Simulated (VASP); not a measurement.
PbS, 2 atoms in the cell. Symmetry: Fm-3m, No. 225, cubic system. The conventional cell has a = 5.936 Å, b = 5.936 Å, c = 5.936 Å, α = 90.00°, β = 90.00°, γ = 90.00°. Pb (site symmetry m-3m) has 6 S at 2.97 Å within 3.9 Å. Within 3.9 Å of S (site symmetry m-3m) lie 6 Pb at 2.97 Å. 

```yaml
Program: VASP 6.6.1
Task: single point
Functional: RPBE
Potentials_or_basis: VASP PAW PBE potentials, release 64 (Pb_d, S)
Cutoff: 500 eV
k_mesh: 6 × 6 × 6
Occupations: gaussian, width 0.02 eV
Spin: no spin polarisation
Dipole_correction: no
Further_INCAR_settings: ALGO = Normal; EDIFF = 1e-06; NBANDS = 17
```

Potentials or basis: VASP PAW PBE potentials, release 64 (Pb_d, S).

Command:

```bash
$ cat potpaw_PBE.64/Pb_d/POTCAR potpaw_PBE.64/S/POTCAR > POTCAR
$ mpirun -np 1 vasp_std > vasp.out
```

Hardware: 1 thread of Intel(R) Xeon(R) Platinum 8259CL CPU @ 2.50GHz (Skylake/Cascade Lake), with other jobs on the host.

Q: How long does it take, and how much memory?

A: It took 13 s on 1 thread of Intel(R) Xeon(R) Platinum 8259CL CPU @ 2.50GHz (Skylake/Cascade Lake), with other jobs on the host, peak memory 0.17 GiB. Counts: scf iterations 13, k points 16.
